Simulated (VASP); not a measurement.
A run of VASP 6.6.1 is set up as follows.

The input INCAR:

```
SYSTEM = Rb
PREC = Accurate
ENCUT = 520
EDIFF = 1E-6
ISMEAR = 0
SIGMA = 0.1
LREAL = .FALSE.
LASPH = .TRUE.
NELM = 60
ALGO = Normal
ISIF = 2
LWAVE = .FALSE.
LCHARG = .FALSE.
GGA = PS
NBANDS = 16
```

KPOINTS

```
Automatic mesh
0
G
  9 9 6
  0 0 0
```

File POSCAR:

```
Rb
1.0
    4.9375536742      0.0000000000      0.0000000000
   -2.4687768371      4.2760469144      0.0000000000
    0.0000000000      0.0000000000      8.2077664133
Rb
2
Direct
    0.3333333333      0.6666666667      0.2500000000
    0.6666666667      0.3333333333      0.7500000000
```

Potentials or basis: VASP PAW PBE potentials, release 64 (Rb_sv).

Command:

```bash
$ cat potpaw_PBE.64/Rb_sv/POTCAR > POTCAR
$ mpirun -np 1 vasp_std > vasp.out
```

What does it give for the band gap on the k mesh?

Zero (band 9 reaches 1.13 eV, above the bottom of band 10 at -1.31 eV).

Predict the pressure.

0.0 GPa.

Caveat: the PAW data sets were made with another functional, which shifts forces and pressure a little.
